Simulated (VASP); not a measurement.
Input of a VASP 6.6.1 run:

The input INCAR:

```
PREC = Accurate
ENCUT = 520
EDIFF = 1E-7
ISMEAR = 0
SIGMA = 0.02
LREAL = False
LASPH = True
NELM = 100
ALGO = Normal
ISIF = 2
LWAVE = False
LCHARG = True
GGA = PS
LELF = True
LVHAR = True
NBANDS = 11
```

KPOINTS

```
regular mesh
0
Gamma
  12 12 12
```

Contents of POSCAR:

```
SiC
1.0
    0.0000000000      2.1916094000      2.1916094000
    2.1916094000      0.0000000000      2.1916094000
    2.1916094000      2.1916094000      0.0000000000
Si C
1 1
Direct
    0.0000000000      0.0000000000      0.0000000000
    0.7500000000      0.7500000000      0.7500000000
```

Potentials or basis: VASP PAW PBE potentials, release 64 (Si, C).

The run is started by

```console
$ cat potpaw_PBE.64/Si/POTCAR potpaw_PBE.64/C/POTCAR > POTCAR
$ mpirun -np 1 vasp_std > vasp.out
```

Problem. Predict the pressure.

Solution. -3.5 GPa.

Problem. Predict the band gap on the k mesh.

Solution. 1.25 eV, indirect (least direct gap 4.43 eV).

Caveat: the cell differs from its parent crystal (strained); the PAW data sets were made with another functional, which shifts forces and pressure a little. A k mesh can miss the band edges.
